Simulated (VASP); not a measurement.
The system is RbCl.

```
CELL_PARAMETERS angstrom
0.00000 3.30871 3.30871
3.30871 0.00000 3.30871
3.30871 3.30871 0.00000
ATOMIC_POSITIONS crystal
Rb 0.00000 0.00000 0.00000
Cl 0.50000 0.50000 0.50000
```

Program: VASP 6.6.1. Alike in all runs: task single point; level PBE; potentials or basis VASP PAW PBE potentials, release 64 (Rb_sv, Cl); cell as given; cutoff (eV) 500.

Question: Order these runs on this cell by their pressure, lowest first.
A. spin off; k mesh 4 × 4 × 4; smearing methfessel-paxton 0.136057 eV
B. spin collinear; fixed moment (μB) 2.0; k mesh 4 × 4 × 4; smearing gaussian 0.1 eV
C. spin collinear; fixed moment (μB) 5.0; k mesh 3 × 3 × 3; smearing gaussian 0.1 eV

Answer: A (0.5 GPa), B (4.3 GPa), C (7.3 GPa).

Caveats: some runs use coarse meshes; the total moment is fixed, so each spin has its own Fermi level (at least some runs); the moment is held away from its start (at least some runs).
